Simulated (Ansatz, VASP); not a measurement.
Two plane-wave programs on Nb

```xyz
1
Lattice="0.0000 2.0432 2.0432 2.0432 0.0000 2.0432 2.0432 2.0432 0.0000" Properties=species:S:1:pos:R:3 pbc="T T T"
Nb    0.0000    0.0000    0.0000
```

Alike in both runs: task single point; functional LDA; k mesh 11 × 11 × 11; occupations fermi-dirac, width 0.05 eV; no spin polarisation; Hubbard terms Nb d U = 2.0 eV.

```csv
,VASP,Ansatz
version,VASP 6.6.1,Ansatz 0.2.0
potentials or method,"VASP PAW LDA potentials, release 64 (Nb_sv)",SSSP precision PAW
plane-wave cutoff (eV),520,544
valence electrons in the cell,13,13
```

Ansatz gave:

- gap on the k mesh at the Fermi level (eV): none
- pressure (GPa): 8.7

Problem. What did VASP give for the same quantities?

Solution. gap on the k mesh at the Fermi level (eV): none; pressure (GPa): 13.6.

LDA's correlation is that of Perdew and Zunger in VASP and of Perdew and Wang (1992) in Ansatz. The programs project onto different local orbitals, so the same U acts differently, and such runs can settle in different states. A gap of «none» marks a metal or a gap that the smearing closes.
